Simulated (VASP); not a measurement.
# Gd (P6_3/mmc) in VASP: single point with r2SCAN+U

Aim: the single point of Gd with r2SCAN+U.

All numbers are computed with VASP 6.6.1; they aren't measurements. Logs are shortened: lines on timing, memory, paths and dates and some standing lists are left out, and cuts for length are marked.

### Step 1. The cell of the first run

Symmetry: P6_3/mmc, No. 194, hexagonal system. The conventional cell has a = 3.612 Å, b = 3.612 Å, c = 5.744 Å, α = 90.00°, β = 90.00°, γ = 120.00°. Within 4.7 Å of Gd (site symmetry -6m2) lie 12 Gd at 3.55 to 3.61 Å.

### Step 2. Single point, r2SCAN+U, collinear spin, antiferromagnetic start

Contents of POSCAR:

```
Gd
1.0
    3.6115344600      0.0000000000      0.0000000000
   -1.8057672300      3.1276822100      0.0000000000
    0.0000000000      0.0000000000      5.7436906400
Gd
2
Direct
    0.3333300000      0.6666700000      0.2500000000
    0.6666600000      0.3333300000      0.7500000000
```

Contents of INCAR.step1:

```
SYSTEM = Gd
PREC = Accurate
ENCUT = 520
ISMEAR = -1
SIGMA = 0.1
LREAL = .False.
LASPH = .True.
NELM = 150
ISPIN = 2
MAGMOM = 7 -7
LMAXMIX = 6
LDAU = .True.
LDAUTYPE = 2
LDAUL = 3
LDAUU = 5.78
LDAUJ = 0
NBANDS = 29
GGA = PE
ALGO = Normal
EDIFF = 1E-4
LWAVE = .True.
LCHARG = .False.
```

Contents of INCAR.step2:

```
SYSTEM = Gd
PREC = Accurate
ENCUT = 520
EDIFF = 1E-7
ISMEAR = -1
SIGMA = 0.1
LREAL = .False.
LASPH = .True.
NELM = 150
ALGO = Normal
ISIF = 2
LWAVE = .False.
LCHARG = .True.
ISPIN = 2
MAGMOM = 7 -7
LORBIT = 11
LMAXMIX = 6
LDAU = .True.
LDAUTYPE = 2
LDAUL = 3
LDAUU = 5.78
LDAUJ = 0
LDAUPRINT = 1
METAGGA = R2SCAN
LMIXTAU = .True.
LELF = .True.
LVHAR = .True.
NBANDS = 29
ISTART = 1
```

Contents of KPOINTS:

```
Automatic mesh
0
Gamma
  8 8 4
  0 0 0
```

Potentials or basis: VASP PAW PBE potentials, release 64 (Gd).

The run is started by

```console
$ cat potpaw_PBE.64/Gd/POTCAR > POTCAR
$ cp INCAR.step1 INCAR
$ mpirun -np 1 vasp_std > vasp.out
$ cp INCAR.step2 INCAR
$ mpirun -np 1 vasp_std > vasp.out
```

OUTCAR:

```text
SYSTEM = Gd
   PREC = Accurate
   ENCUT = 520
   EDIFF = 1E-7
   ISMEAR = -1
   LREAL = .False.
   LASPH = .True.
   NELM = 150
   ISIF = 2
   ISPIN = 2
   LORBIT = 11
   METAGGA = R2SCAN
   ISTART = 1

 ion  position               nearest neighbor table
   1  0.333  0.667  0.250-   2 3.55   2 3.55   2 3.55   2 3.55   2 3.55   2 3.55
   2  0.667  0.333  0.750-   1 3.55   1 3.55   1 3.55   1 3.55   1 3.55   1 3.55

  LATTYP: Found a hexagonal cell.
 ALAT       =     3.6115344600
 C/A-ratio  =     1.5903740373

  Lattice vectors:

 A1 = (   3.6115344600,   0.0000000000,   0.0000000000)
 A2 = (  -1.8057672300,   3.1276822100,   0.0000000000)
 A3 = (   0.0000000000,   0.0000000000,   5.7436906400)

Analysis of symmetry for initial positions (statically):
=====================================================================
 Subroutine PRICEL returns:
 Original cell was already a primitive cell.

 Routine SETGRP: Setting up the symmetry group for a
 hexagonal supercell.

 Subroutine GETGRP returns: Found  8 space group operations
 (whereof  2 operations were pure point group operations)
 out of a pool of 24 trial point group operations.

The static configuration has the point symmetry C_2 .
 The point group associated with its full space group is D_2h.

Analysis of symmetry for dynamics (positions and initial velocities):
=====================================================================
 Subroutine PRICEL returns:
 Original cell was already a primitive cell.

 Routine SETGRP: Setting up the symmetry group for a
 hexagonal supercell.

 Subroutine GETGRP returns: Found  8 space group operations
 (whereof  2 operations were pure point group operations)
 out of a pool of 24 trial point group operations.

The dynamic configuration has the point symmetry C_2 .
 The point group associated with its full space group is D_2h.

Analysis of structural, dynamic, and magnetic symmetry:
=====================================================================
 Subroutine PRICEL returns:
 Original cell was already a primitive cell.

 Routine SETGRP: Setting up the symmetry group for a
 hexagonal supercell.

 Subroutine GETGRP returns: Found  8 space group operations
 (whereof  2 operations were pure point group operations)
 out of a pool of 24 trial point group operations.

The overall configuration has the point symmetry C_2 .
 The point group associated with its full space group is D_2h.

 Subroutine INISYM returns: Found  8 space group operations
 (whereof  2 operations are pure point group operations),
 and found     1 'primitive' translations
[... 174 lines left out ...]
  o =  0.9902  v = -0.0000 -0.0000 -1.0000 -0.0000 -0.0000 -0.0000 -0.0000  0.0000  0.0000  0.0000  0.0000  0.0000  0.0000  0.0000      0.0000  0.0000  0.0000  0.0000  0.0000  0.0000  0.0000  0.0000  0.0000  0.0000  0.0000  0.0000  0.0000  0.0000
  o =  0.9903  v =  0.0000  0.0000  0.0000 -0.0000  0.0000 -1.0000  0.0000  0.0000  0.0000  0.0000  0.0000  0.0000  0.0000  0.0000      0.0000  0.0000  0.0000  0.0000  0.0000  0.0000  0.0000  0.0000  0.0000  0.0000  0.0000  0.0000  0.0000  0.0000
  o =  0.9903  v = -0.0000  1.0000 -0.0000  0.0000  0.0000  0.0000  0.0000  0.0000  0.0000  0.0000  0.0000  0.0000  0.0000  0.0000      0.0000  0.0000  0.0000  0.0000  0.0000  0.0000  0.0000  0.0000  0.0000  0.0000  0.0000  0.0000  0.0000  0.0000
  o =  0.9911  v =  1.0000 -0.0000 -0.0000 -0.0000 -0.0000  0.0000 -0.0000  0.0000  0.0000  0.0000  0.0000  0.0000  0.0000  0.0000      0.0000  0.0000  0.0000  0.0000  0.0000  0.0000  0.0000  0.0000  0.0000  0.0000  0.0000  0.0000  0.0000  0.0000

atom =   2  type =  1  l = 3

 onsite density matrix

spin component  1

  0.0004 -0.0000 -0.0000 -0.0000  0.0000 -0.0000 -0.0000
 -0.0000  0.0010 -0.0000  0.0000  0.0000 -0.0000 -0.0000
 -0.0000 -0.0000  0.0005 -0.0000 -0.0000  0.0000  0.0000
 -0.0000  0.0000 -0.0000  0.0028  0.0000  0.0000 -0.0000
  0.0000  0.0000 -0.0000  0.0000  0.0005  0.0000  0.0000
 -0.0000 -0.0000  0.0000  0.0000  0.0000  0.0010 -0.0000
 -0.0000 -0.0000  0.0000 -0.0000  0.0000 -0.0000  0.0002

spin component  2

  0.9911 -0.0000 -0.0000 -0.0000 -0.0000  0.0000  0.0000
 -0.0000  0.9903 -0.0000  0.0000 -0.0000  0.0000  0.0000
 -0.0000 -0.0000  0.9902  0.0000  0.0000  0.0000 -0.0000
 -0.0000  0.0000  0.0000  0.9902 -0.0000  0.0000 -0.0000
 -0.0000 -0.0000  0.0000 -0.0000  0.9902 -0.0000  0.0000
  0.0000  0.0000  0.0000  0.0000 -0.0000  0.9903 -0.0000
  0.0000  0.0000 -0.0000 -0.0000  0.0000 -0.0000  0.9899

 occupancies and eigenvectors

  o =  0.0002  v = -0.0000  0.0000  0.0000  0.0000  0.0000 -0.0000 -1.0000  0.0000  0.0000  0.0000  0.0000  0.0000  0.0000  0.0000      0.0000  0.0000  0.0000  0.0000  0.0000  0.0000  0.0000  0.0000  0.0000  0.0000  0.0000  0.0000  0.0000  0.0000
  o =  0.0004  v =  1.0000  0.0000  0.0000  0.0000 -0.0000  0.0000 -0.0000  0.0000  0.0000  0.0000  0.0000  0.0000  0.0000  0.0000      0.0000  0.0000  0.0000  0.0000  0.0000  0.0000  0.0000  0.0000  0.0000  0.0000  0.0000  0.0000  0.0000  0.0000
  o =  0.0005  v =  0.0000 -0.0000 -1.0000 -0.0000 -0.0000  0.0000 -0.0000  0.0000  0.0000  0.0000  0.0000  0.0000  0.0000  0.0000      0.0000  0.0000  0.0000  0.0000  0.0000  0.0000  0.0000  0.0000  0.0000  0.0000  0.0000  0.0000  0.0000  0.0000
  o =  0.0005  v =  0.0000  0.0000 -0.0000 -0.0000  1.0000 -0.0000  0.0000  0.0000  0.0000  0.0000  0.0000  0.0000  0.0000  0.0000      0.0000  0.0000  0.0000  0.0000  0.0000  0.0000  0.0000  0.0000  0.0000  0.0000  0.0000  0.0000  0.0000  0.0000
  o =  0.0010  v =  0.0000 -0.0000 -0.0000  0.0000 -0.0000 -1.0000 -0.0000  0.0000  0.0000  0.0000  0.0000  0.0000  0.0000  0.0000      0.0000  0.0000  0.0000  0.0000  0.0000  0.0000  0.0000  0.0000  0.0000  0.0000  0.0000  0.0000  0.0000  0.0000
  o =  0.0010  v = -0.0000  1.0000 -0.0000  0.0000 -0.0000 -0.0000  0.0000  0.0000  0.0000  0.0000  0.0000  0.0000  0.0000  0.0000      0.0000  0.0000  0.0000  0.0000  0.0000  0.0000  0.0000  0.0000  0.0000  0.0000  0.0000  0.0000  0.0000  0.0000
  o =  0.0028  v =  0.0000 -0.0000  0.0000 -1.0000 -0.0000 -0.0000 -0.0000  0.0000  0.0000  0.0000  0.0000  0.0000  0.0000  0.0000      0.0000  0.0000  0.0000  0.0000  0.0000  0.0000  0.0000  0.0000  0.0000  0.0000  0.0000  0.0000  0.0000  0.0000
  o =  0.9899  v =  0.0000  0.0000  0.0000  0.0000  0.0000  0.0000  0.0000 -0.0000  0.0000  0.0000  0.0000 -0.0001 -0.0000  1.0000      0.0000  0.0000  0.0000  0.0000  0.0000  0.0000  0.0000  0.0000  0.0000  0.0000  0.0000  0.0000  0.0000  0.0000
  o =  0.9902  v =  0.0000  0.0000  0.0000  0.0000  0.0000  0.0000  0.0000  0.0000 -0.0000 -0.0000  1.0000 -0.0000 -0.0000 -0.0000      0.0000  0.0000  0.0000  0.0000  0.0000  0.0000  0.0000  0.0000  0.0000  0.0000  0.0000  0.0000  0.0000  0.0000
  o =  0.9902  v =  0.0000  0.0000  0.0000  0.0000  0.0000  0.0000  0.0000 -0.0000 -0.0000 -0.0000  0.0000  1.0000 -0.0000  0.0001      0.0000  0.0000  0.0000  0.0000  0.0000  0.0000  0.0000  0.0000  0.0000  0.0000  0.0000  0.0000  0.0000  0.0000
  o =  0.9902  v =  0.0000  0.0000  0.0000  0.0000  0.0000  0.0000  0.0000  0.0000 -0.0000  1.0000  0.0000  0.0000  0.0000 -0.0000      0.0000  0.0000  0.0000  0.0000  0.0000  0.0000  0.0000  0.0000  0.0000  0.0000  0.0000  0.0000  0.0000  0.0000
  o =  0.9903  v =  0.0000  0.0000  0.0000  0.0000  0.0000  0.0000  0.0000 -0.0000  0.0000 -0.0000  0.0000  0.0000  1.0000  0.0000      0.0000  0.0000  0.0000  0.0000  0.0000  0.0000  0.0000  0.0000  0.0000  0.0000  0.0000  0.0000  0.0000  0.0000
  o =  0.9903  v =  0.0000  0.0000  0.0000  0.0000  0.0000  0.0000  0.0000  0.0000  1.0000  0.0000  0.0000  0.0000 -0.0000 -0.0000      0.0000  0.0000  0.0000  0.0000  0.0000  0.0000  0.0000  0.0000  0.0000  0.0000  0.0000  0.0000  0.0000  0.0000
  o =  0.9911  v =  0.0000  0.0000  0.0000  0.0000  0.0000  0.0000  0.0000  1.0000 -0.0000 -0.0000 -0.0000 -0.0000  0.0000  0.0000      0.0000  0.0000  0.0000  0.0000  0.0000  0.0000  0.0000  0.0000  0.0000  0.0000  0.0000  0.0000  0.0000  0.0000

 number of electron      36.0000002 magnetization      -0.0000000

 Free energy of the ion-electron system (eV)
  ---------------------------------------------------
  ext. energy  EPLUGINS =         0.00000000
  ---------------------------------------------------
  free energy    TOTEN  =       -81.57217699 eV

  energy without entropy =      -81.49827666  energy(sigma->0) =      -81.53522683

 E-fermi :   3.1724     XC(G=0): -10.7097

 val. band max:        3.1666404818   @ k =   0.3750   0.2500   0.5000
 cond. band min:       3.1913859953   @ k =  -0.3750   0.2500   0.0000
 fundamental gap:      0.0247455135
 Fermi energy:         3.1723855022

 spin component 1

 k-point     1 :       0.0000    0.0000    0.0000
  band No.  band energies     occupation
      1     -43.9756      1.00000
      2     -40.0451      1.00000
      3     -20.7633      1.00000
      4     -20.4032      1.00000
      5     -20.4032      1.00000
      6     -17.9497      1.00000
[... 1529 lines left out ...]
     28       7.6501      0.00000
     29       7.6684      0.00000

 [... further k-points ...]
[... 5 lines left out ...]
  --------------------------------------------------------------------------------------
  -------------------------------------------------------------------------------------
  Total        0.4413996      0.4415621      1.6611087      0.0000000      0.0000000      0.0000000
  in kB       10.9002656     10.9042785     41.0207130      0.0000000      0.0000000      0.0000000
  external PRESSURE =      20.9417524 kB  Pullay stress =       0.0000000 kB

 VOLUME and BASIS-vectors are now :
 -----------------------------------------------------------------------------
  energy-cutoff  :      520.00
  volume of cell :       64.88
      direct lattice vectors                 reciprocal lattice vectors
     3.611534460  0.000000000  0.000000000     0.276890616  0.159862789  0.000000000
    -1.805767230  3.127682210  0.000000000     0.000000000  0.319725577  0.000000000
     0.000000000  0.000000000  5.743690640     0.000000000  0.000000000  0.174104084

 POSITION                                       TOTAL-FORCE (eV/Angst)
 -----------------------------------------------------------------------------------
     -0.00002      2.08513      1.43592         0.000000     -0.000024      0.000000
      1.80575      1.04255      4.30777        -0.000000      0.000024     -0.000000
 -----------------------------------------------------------------------------------
    total drift:                               -0.000000     -0.000000     -0.000000

  FREE ENERGIE OF THE ION-ELECTRON SYSTEM (eV)
  ---------------------------------------------------
  free  energy   TOTEN  =       -81.5721769891 eV

  energy  without entropy=      -81.4982766636  energy(sigma->0) =      -81.53522683

 total charge

# of ion       s       p       d       f       tot
--------------------------------------------------
    1        2.077   5.604   0.604   6.934  15.219
    2        2.077   5.604   0.604   6.934  15.219
--------------------------------------------------
tot          4.154  11.207   1.209  13.867  30.437

 magnetization (x)

# of ion       s       p       d       f       tot
--------------------------------------------------
    1        0.008  -0.109   0.263   6.921   7.083
    2       -0.008   0.109  -0.263  -6.921  -7.083
--------------------------------------------------
tot          0.000   0.000  -0.000  -0.000  -0.000
```

It took 13 min on 1 thread of Intel Xeon 6975P-C (Granite Rapids), shared host; peak memory 0.36 GiB.

Results:

```yaml
Free_energy: -81.5722 eV
Pressure: 2.1 GPa
Band_gap_on_the_k_mesh: zero (filled and empty bands overlap)
Net_moment: 0.00 μB per cell
Site_moments: Gd +7.08, -7.08 μB
Valence_electrons_inside_the_program's_atomic_spheres: Gd 15.22
```

Eigenvalues of the final occupation matrices:
```tsv
site	spin	trace	eigenvalues
site 1 f	1	6.93	0.99 0.99 0.99 0.99 0.99 0.99 0.99
site 1 f	2	0.01	0.00 0.00 0.00 0.00 0.00 0.00 0.00
site 2 f	1	0.01	0.00 0.00 0.00 0.00 0.00 0.00 0.00
site 2 f	2	6.93	0.99 0.99 0.99 0.99 0.99 0.99 0.99
```

Caveat: the antiferromagnetic order is the one typed at the start, and another may lie lower; the PAW data sets were made with another functional, which shifts forces and pressure a little; spin-orbit coupling is left out, which moves the levels of the heavy elements.

The gap in the log of VASP goes by the Fermi energy; the results here count the filled bands.